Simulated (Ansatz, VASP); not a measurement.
## One calculation of TiSi16, two programs

```xyz
17
Lattice="0.0000 5.4300 5.4300 5.4300 0.0000 5.4300 5.4300 5.4300 0.0000" Properties=species:S:1:pos:R:3 pbc="T T T"
Si    0.0314   -0.0007    0.0017
Si    1.3414    1.3732    1.3748
Si    2.7155    2.6830    0.0017
Si    4.1139    4.0308    1.4007
Si    2.7158   -0.0011    2.6835
Si    4.1136    1.3970    4.0332
Si    5.4304    2.7143    2.7169
Si    6.7478    4.0310    4.0331
Si    0.0010    2.7138    2.7173
Si    1.3415    4.0550    4.0589
Si    2.7155    5.4293    2.7504
Si    4.0900    6.8031    4.0589
Si    2.7158    2.7449    5.4321
Si    4.0903    4.0547    6.8051
Si    5.4003    5.4289    5.4320
Si    6.7476    6.8273    6.8308
Ti    8.1459    5.4288    5.4325
```

Alike in both runs: functional LDA; k mesh 2 × 2 × 2; occupations gaussian, width 0.05 eV; no spin polarisation.

Ansatz relaxed the structure, and its values are those at the end. VASP's run is a single point on that final structure, the one shown.

|  | VASP | Ansatz |
| --- | --- | --- |
| version | VASP 6.6.1 | Ansatz 0.2.0 |
| potentials or method | VASP PAW LDA potentials, release 64 (Si, Ti_sv), cutoff 520 eV | scalar-relativistic, plane waves, PAW |
| valence electrons in the cell | 76 | 76 |

```csv
,VASP,Ansatz,Ansatz less VASP
rms of the force components (eV/Å),0.003,0.003,+0.0004
```

Ansatz warns that its potentials were made for another functional, while VASP's fit it. LDA's correlation is that of Perdew and Zunger in VASP and of Perdew and Wang (1992) in Ansatz.

The k mesh is coarse, so the values compare programs but aren't converged.
